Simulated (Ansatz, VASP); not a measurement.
# One calculation of Ba, two programs

Contents of INCAR:

```
PREC = Accurate
ENCUT = 520
EDIFF = 1E-6
ISMEAR = -1
SIGMA = 0.05
LREAL = F
LASPH = T
NELM = 60
ALGO = Normal
ISIF = 2
LWAVE = F
LCHARG = F
GGA = PS
NBANDS = 11
```

KPOINTS

```
Automatic mesh
0
Gamma
  10 10 10
```

File POSCAR:

```
Ba
1.0
   -2.5000000000      2.5000000000      2.5500000000
    2.5000000000     -2.5000000000      2.5500000000
    2.5000000000      2.5000000000     -2.5500000000
Ba
1
Direct
    0.0000000000      0.0000000000      0.0000000000
```

Input for Ansatz:

```yaml
crystal:
  lattice:
    - [-2.5, 2.5, 2.55]
    - [2.5, -2.5, 2.55]
    - [2.5, 2.5, -2.55]
  atoms:
    - { symbol: Ba, position: [0.0, 0.0, 0.0] }
kpoints:
  mp_grid: { grid: [10, 10, 10] }
  band_path:
    path:
      - [0.0, 0.0, 0.0]
      - [0.0, 0.0, 0.5]
      - [0.25, 0.25, 0.25]
      - [0.0, 0.5, 0.0]
      - [0.0, 0.0, 0.0]
      - [0.5, 0.5, -0.5]
      - [0.4902921953, 0.5097078047, -0.4902921953]
      - [-0.4902921953, 0.4902921953, 0.4902921953]
      - [0.0, 0.0, 0.0]
    npoints: 5
scf:
  occupations: { method: fermi_dirac, width: 0.05 }
hamiltonian:
  xc: pbesol
  pseudopotentials: { kind: all_electron, lapw: { basis_error: 0.0005 } }
output:
  forces: true
  stress: true
  eigenvalues: true
```

Change from the starting cell: zz strain of +2 %.

Alike in both runs: task single point; functional PBEsol; k mesh 10 × 10 × 10; occupations fermi-dirac, width 0.05 eV; no spin polarisation.

```csv
,VASP,Ansatz
version,VASP 6.6.1,Ansatz 0.2.0
potentials or method,"VASP PAW PBE potentials, release 64 (Ba_sv), cutoff 520 eV","all-electron LAPW, scalar-relativistic"
```

|  | VASP | Ansatz | Ansatz less VASP |
| --- | --- | --- | --- |
| pressure (GPa) | -0.7 | -0.7 | -0.05 |
| traceless stress, the component that is largest in VASP (GPa) | -0.05 | -0.05 | +0.001 |

VASP's potentials were made for PBE, not for PBEsol. Ansatz ran all-electron here, and VASP with PAW potentials.

Neither program's run includes spin-orbit coupling.
